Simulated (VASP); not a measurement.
# Al (Fm-3m) in VASP: single point with PBEsol

Aim: the single point of Al with PBEsol.

All numbers are computed with VASP 6.6.1; they aren't measurements. Logs are shortened: lines on timing, memory, paths and dates and some standing lists are left out, and cuts for length are marked.

## (1) The cell of the first run

It takes space group Fm-3m (No. 225, cubic). The conventional cell has a = 4.013 Å, b = 4.013 Å, c = 4.013 Å, α = 90.00°, β = 90.00°, γ = 90.00°. Al (site symmetry m-3m) has 12 Al at 2.84 Å within 3.7 Å.

## (2) Single point, PBEsol

Input file INCAR:

```
SYSTEM = Al
PREC = Accurate ; ENCUT = 500
EDIFF = 1E-6 ; ISMEAR = -1
SIGMA = 0.08 ; LREAL = .FALSE.
LASPH = .TRUE. ; NELM = 120
ALGO = Normal ; ISIF = 2
LWAVE = .FALSE. ; LCHARG = .FALSE.
GGA = PS ; NBANDS = 8
GGA_COMPAT = .FALSE.
```

Input file KPOINTS:

```
regular mesh
0
G
  14 14 14
  0 0 0
```

Input file POSCAR:

```
Al
1.0
    0.0000000000      2.0064656250      2.0064656250
    2.0064656250      0.0000000000      2.0064656250
    2.0064656250      2.0064656250      0.0000000000
Al
1
Direct
    0.0000000000      0.0000000000      0.0000000000
```

Potentials or basis: VASP PAW PBE potentials, release 64 (Al).

Command:

```console
cat potpaw_PBE.64/Al/POTCAR > POTCAR
mpirun -np 1 vasp_std > vasp.out
```

OUTCAR:

```text
SYSTEM = Al
   PREC = Accurate
   ENCUT = 500
   EDIFF = 1E-6
   ISMEAR = -1
   LREAL = .FALSE.
   LASPH = .TRUE.
   NELM = 120
   ISIF = 2
   GGA = PS

 ion  position               nearest neighbor table
   1  0.000  0.000  0.000-

  LATTYP: Found a face centered cubic cell.
 ALAT       =     4.0129312500

  Lattice vectors:

 A1 = (   0.0000000000,   2.0064656250,   2.0064656250)
 A2 = (   2.0064656250,   0.0000000000,   2.0064656250)
 A3 = (   2.0064656250,   2.0064656250,   0.0000000000)

Analysis of symmetry for initial positions (statically):
=====================================================================
 Subroutine PRICEL returns:
 Original cell was already a primitive cell.

 Routine SETGRP: Setting up the symmetry group for a
 face centered cubic supercell.

 Subroutine GETGRP returns: Found 48 space group operations
 (whereof 48 operations were pure point group operations)
 out of a pool of 48 trial point group operations.

The static configuration has the point symmetry O_h .

Analysis of symmetry for dynamics (positions and initial velocities):
=====================================================================
 Subroutine PRICEL returns:
 Original cell was already a primitive cell.

 Routine SETGRP: Setting up the symmetry group for a
 face centered cubic supercell.

 Subroutine GETGRP returns: Found 48 space group operations
 (whereof 48 operations were pure point group operations)
 out of a pool of 48 trial point group operations.

The dynamic configuration has the point symmetry O_h .

 Subroutine INISYM returns: Found 48 space group operations
 (whereof 48 operations are pure point group operations),
 and found     1 'primitive' translations

----------------------------------------------------------------------------------------

                                     Primitive cell

  volume of cell :      16.1557

  direct lattice vectors                    reciprocal lattice vectors
     0.000000000  2.006465625  2.006465625    -0.249194401  0.249194401  0.249194401
     2.006465625  0.000000000  2.006465625     0.249194401 -0.249194401  0.249194401
     2.006465625  2.006465625  0.000000000     0.249194401  0.249194401 -0.249194401

  length of vectors
     2.837570899  2.837570899  2.837570899     0.431617364  0.431617364  0.431617364

  position of ions in fractional coordinates (direct lattice)
     0.000000000  0.000000000  0.000000000

  ion indices of the primitive-cell ions
   primitive index   ion index
                 1           1

----------------------------------------------------------------------------------------

 KPOINTS: regular mesh

Automatic generation of k-mesh.
 Grid dimensions read from file:
 generate k-points for:   14   14   14

 Generating k-lattice:

  Cartesian coordinates                     Fractional coordinates (reciprocal lattice)
    -0.017799600  0.017799600  0.017799600     0.071428571  0.000000000  0.000000000
     0.017799600 -0.017799600  0.017799600     0.000000000  0.071428571  0.000000000
     0.017799600  0.017799600 -0.017799600     0.000000000  0.000000000  0.071428571

  Length of vectors
     0.030829812  0.030829812  0.030829812

  Shift w.r.t. Gamma in fractional coordinates (k-lattice)
     0.000000000  0.000000000  0.000000000

 Subroutine IBZKPT returns following result:
 ===========================================

 Found    104 irreducible k-points:

 Following reciprocal coordinates:
            Coordinates               Weight
  0.000000  0.000000  0.000000      1.000000
  0.071429  0.000000  0.000000      8.000000
  0.142857  0.000000  0.000000      8.000000
  0.214286  0.000000  0.000000      8.000000
  0.285714  0.000000  0.000000      8.000000
  0.357143  0.000000  0.000000      8.000000
[... 16 lines left out ...]
  0.214286  0.142857  0.000000     24.000000
  0.285714  0.142857  0.000000     24.000000
 [... further k-points ...]
   k-points           NKPTS =    104   k-points in BZ     NKDIM =    104   number of bands    NBANDS=      8
   number of dos      NEDOS =    301   number of ions     NIONS =      1
   total plane-waves  NPLWV =  13824
   dimension x,y,z NGX =    24 NGY =   24 NGZ =   24
   dimension x,y,z NGXF=    48 NGYF=   48 NGZF=   48
   ions per type =               1
   NGX,Y,Z   is equivalent  to a cutoff of  14.06, 14.06, 14.06 a.u.
   NGXF,Y,Z  is equivalent  to a cutoff of  28.12, 28.12, 28.12 a.u.
 SYSTEM =  Al
   PREC   = accura    normal or accurate (medium, high low for compatibility)
   ISTART =      0    job   : 0-new  1-cont  2-samecut
   ICHARG =      2    charge: 1-file 2-atom 10-const
   ISPIN  =      1    spin polarized calculation?
   LNONCOLLINEAR =      F non collinear calculations
   LSORBIT =      F    spin-orbit coupling
   LASPH  =      T    aspherical Exc in radial PAW
   ENCUT  =  500.0 eV  36.75 Ry    6.06 a.u.   5.17  5.17  5.17*2*pi/ulx,y,z
   NELM   =    120;   NELMIN=  2; NELMDL= -5     # of ELM steps
   EDIFF  = 0.1E-05   stopping-criterion for ELM
   LREAL  =      F    real-space projection
   EDIFFG = 0.1E-04   stopping-criterion for IOM
   NSW    =      0    number of steps for IOM
   IBRION =     -1    ionic relax: 0-MD 1-quasi-New 2-CG
   NFREE  =      0    steps in history (QN), initial steepest desc. (CG)
   ISIF   =      2    stress and relaxation
   ISYM   =      2    0-nonsym 1-usesym 2-fastsym
   POTIM  = 0.5000    time-step for ionic-motion
   TEBEG  =    0.0;   TEEND  =   0.0 temperature during run
   PSTRESS=    0.0 pullay stress
   NELECT =       3.0000    total number of electrons
   NUPDOWN=      -1.0000    fix difference up-down
   EMIN   =  10.00;   EMAX   =-10.00  energy-range for DOS
   EFERMI =   0.00;   METHOD = LEGACY
   ISMEAR =    -1;   SIGMA  =   0.08  broadening in eV -4-tet -1-fermi 0-gaus
   EFERMI_NEDOS =   21; number of points for ismear=-14 and -15
   IALGO  =     38    algorithm
   IMIX   =      4    mixing-type and parameters
     AMIX     =   0.40;   BMIX     =  1.00
     AMIX_MAG =   1.60;   BMIX_MAG =  1.00
  volume/ion in A,a.u.               =      16.16       109.02
  Fermi-wavevector in a.u.,A,eV,Ry     =   0.933986  1.764977 11.868759  0.872329
  Thomas-Fermi vector in A             =   2.060744
   LORBIT       =      0    0 simple, 1 ext, 2 COOP (PROOUT), +10 PAW based schemes
   GGA     = PS    functional components
   LHFCALC =     F    Hartree Fock is set to
   AEXX    =    0.0000 exact exchange contribution
   IVDW    =     0    specifies the selected vdW correction
   LEPSILON=     F    determine dielectric tensor
   LRPA    =     F    only Hartree local field effects (RPA)
 non-spin polarized calculation
  energy-cutoff  :      500.00
  volume of cell :       16.16
 maximum number of plane-waves:       424
 NGX is ok and might be reduce to    24
   NGX = 11   NGY = 11   NGZ = 11

 number of electron       3.0000000 magnetization

 Free energy of the ion-electron system (eV)
  ---------------------------------------------------
  ext. energy  EPLUGINS =         0.00000000
  ---------------------------------------------------
  free energy    TOTEN  =        -4.08996535 eV

  energy without entropy =       -4.08000386  energy(sigma->0) =       -4.08498461

 E-fermi :   8.1460     XC(G=0): -10.3343

 val. band max:        8.1156193350   @ k =  -0.3571   0.4286   0.2143
 cond. band min:       8.1775907788   @ k =   0.5000   0.2857   0.0000
 fundamental gap:      0.0619714438
 Fermi energy:         8.1460476561

 k-point     1 :       0.0000    0.0000    0.0000
  band No.  band energies     occupation
      1      -3.1054      2.00000
      2      20.8825      0.00000
      3      20.8825      0.00000
      4      20.8825      0.00000
      5      22.5343      0.00000
      6      22.5343      0.00000
      7      22.5343      0.00000
      8      24.8090      0.00000

 k-point     2 :       0.0714    0.0000    0.0000
  band No.  band energies     occupation
      1      -2.9648      2.00000
      2      18.7576      0.00000
      3      20.4505      0.00000
      4      20.4505      0.00000
      5      23.1429      0.00000
      6      23.1850      0.00000
      7      23.1850      0.00000
      8      26.2281      0.00000

 k-point     3 :       0.1429    0.0000    0.0000
  band No.  band energies     occupation
      1      -2.5438      2.00000
      2      15.8459      0.00000
      3      19.8283      0.00000
      4      19.8283      0.00000
      5      23.0393      0.00000
      6      24.3184      0.00000
      7      24.3184      0.00000
      8      25.7128      0.00000

 k-point     4 :       0.2143    0.0000    0.0000
  band No.  band energies     occupation
      1      -1.8452      2.00000
      2      13.0057      0.00000
      3      19.3648      0.00000
      4      19.3648      0.00000
      5      22.8031      0.00000
      6      23.7594      0.00000
      7      23.7594      0.00000
      8      26.3995      0.00000

 k-point     5 :       0.2857    0.0000    0.0000
  band No.  band energies     occupation
      1      -0.8730      2.00000
      2      10.3367      0.00000
      3      19.1148      0.00000
      4      19.1148      0.00000
      5      22.4679      0.00000
      6      22.4679      0.00000
      7      22.6710      0.00000
      8      26.5331      0.00000
[... 177 lines left out ...]
 k-point    22 :       0.1429    0.1429    0.0000
  band No.  band energies     occupation
      1      -2.3572      2.00000
      2      17.8053      0.00000
      3      17.8053      0.00000
      4      17.9510      0.00000
      5      21.0899      0.00000
      6      22.0133      0.00000
      7      26.6670      0.00000
      8      26.6670      0.00000

 k-point    23 :       0.2143    0.1429    0.0000
  band No.  band energies     occupation
      1      -1.8452      2.00000
      2      15.2064      0.00000
      3      17.1407      0.00000
      4      18.3557      0.00000
      5      20.2306      0.00000
      6      21.2857      0.00000
      7      27.1697      0.00000
      8      27.4745      0.00000

 k-point    24 :       0.2857    0.1429    0.0000
  band No.  band energies     occupation
      1      -1.0577      2.00000
      2      12.4973      0.00000
      3      16.7124      0.00000
      4      18.2070      0.00000
      5      18.7189      0.00000
      6      22.6397      0.00000
      7      26.5635      0.00000
      8      27.1648      0.00000

 [... further k-points ...]
[... 5 lines left out ...]
  --------------------------------------------------------------------------------------
  -------------------------------------------------------------------------------------
  Total        0.0023407      0.0023407      0.0023407      0.0000000      0.0000000      0.0000000
  in kB        0.2321322      0.2321322      0.2321322      0.0000000      0.0000000      0.0000000
  external PRESSURE =       0.2321322 kB  Pullay stress =       0.0000000 kB

 VOLUME and BASIS-vectors are now :
 -----------------------------------------------------------------------------
  energy-cutoff  :      500.00
  volume of cell :       16.16
      direct lattice vectors                 reciprocal lattice vectors
     0.000000000  2.006465625  2.006465625    -0.249194401  0.249194401  0.249194401
     2.006465625  0.000000000  2.006465625     0.249194401 -0.249194401  0.249194401
     2.006465625  2.006465625  0.000000000     0.249194401  0.249194401 -0.249194401

 POSITION                                       TOTAL-FORCE (eV/Angst)
 -----------------------------------------------------------------------------------
      0.00000      0.00000      0.00000         0.000000      0.000000      0.000000
 -----------------------------------------------------------------------------------
    total drift:                                0.000000      0.000000     -0.000000

  FREE ENERGIE OF THE ION-ELECTRON SYSTEM (eV)
  ---------------------------------------------------
  free  energy   TOTEN  =        -4.0899653542 eV

  energy  without entropy=       -4.0800038579  energy(sigma->0) =       -4.08498461
```

Run time: 10 s. Hardware: 1 thread of AMD EPYC 7R13 (Zen 3), shared host; peak memory 0.1 GiB.

What came out:

```yaml
Free_energy: -4.0900 eV
Pressure: 0.0 GPa
Band_gap_on_the_k_mesh: zero (an odd number of electrons rules out a gap without spin polarisation)
```

Caveat: the PAW data sets were made with another functional, which shifts forces and pressure a little.

The gap in the log of VASP goes by the Fermi energy; the results here count the filled bands.